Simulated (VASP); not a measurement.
Set up this calculation in VASP 6.6.1, as the native input.

- Task: relaxation of cell and atoms
- Functional: PBEsol
- Potentials or basis: VASP PAW PBE potentials, release 64 (Ga_d, Sb, P)
- Cutoff: 600 eV
- k mesh: 6 × 6 × 4
- Occupations: fermi-dirac, width 0.03 eV
- Spin: no spin polarisation
- Dipole correction: no
- Further INCAR settings: ALGO = Normal; EDIFF = 1e-06; IBRION = 2; EDIFFG = -0.01; NSW = 100; ISIF = 3

The structure of Ga2SbP3 lies in POSCAR:

```
Ga2SbP3
1.0
    4.5525990400      0.0000000000      0.0000000000
   -2.2762995200      3.9426664200      0.0000000000
    0.0000000000      0.0000000000      8.5083651900
Ga Sb P
2 1 3
Direct
    0.6666666700      0.3333333300      0.2480740000
    0.6666666700      0.3333333300      0.7519260000
    0.0000000000      0.0000000000      0.0000000000
    0.0000000000      0.0000000000      0.5000000000
    0.3333333300      0.6666666700      0.0000000000
    0.3333333300      0.6666666700      0.5000000000
```

These files were run (other wordings do the same):

INCAR

```
SYSTEM = Ga2SbP3
PREC = Accurate
ENCUT = 600
EDIFF = 1E-6
ISMEAR = -1
SIGMA = 0.03
LREAL = .False.
LASPH = .True.
NELM = 60
ALGO = Normal
ISIF = 3
LWAVE = .False.
LCHARG = .False.
GGA = PS
IBRION = 2
NSW = 100
EDIFFG = -0.01
```

KPOINTS

```
Automatic mesh
0
Gamma
  6 6 4
  0 0 0
```

Potentials or basis: VASP PAW PBE potentials, release 64 (Ga_d, Sb, P).

Command:

```bash
$ cat potpaw_PBE.64/Ga_d/POTCAR potpaw_PBE.64/Sb/POTCAR potpaw_PBE.64/P/POTCAR > POTCAR
$ mpirun -np 1 vasp_std > vasp.out
```

It gave:

| Property | Result |
| --- | --- |
| Relaxed volume | 17.95 Å³/atom |
| Relaxed cell | a = 4.749 Å, b = 4.749 Å, c = 5.514 Å, α = 90.00°, β = 90.00°, γ = 120.00° |
| Space group after relaxing (to 0.1 Å) | P-6m2 (No. 187) |
| Energy gained by relaxing | 265.3 meV/atom |
| Ionic steps | 44 |
| Pressure after relaxing | 0.0 GPa |
| Largest force after relaxing | 0.007 eV/Å |
| Band gap on the k mesh | zero (bands 23 and 24 overlap by 3.02 eV) |

Caveat: the volume moved by over 15 % at a fixed basis, so the end points are rough; the PAW data sets were made with another functional, which shifts forces and pressure a little; spin-orbit coupling is left out, which moves the levels of the heavy elements.

Wall time 19 min on 1 thread of Intel(R) Xeon(R) 6975P-C (Granite Rapids), with other jobs on the host, peak memory 0.39 GiB.
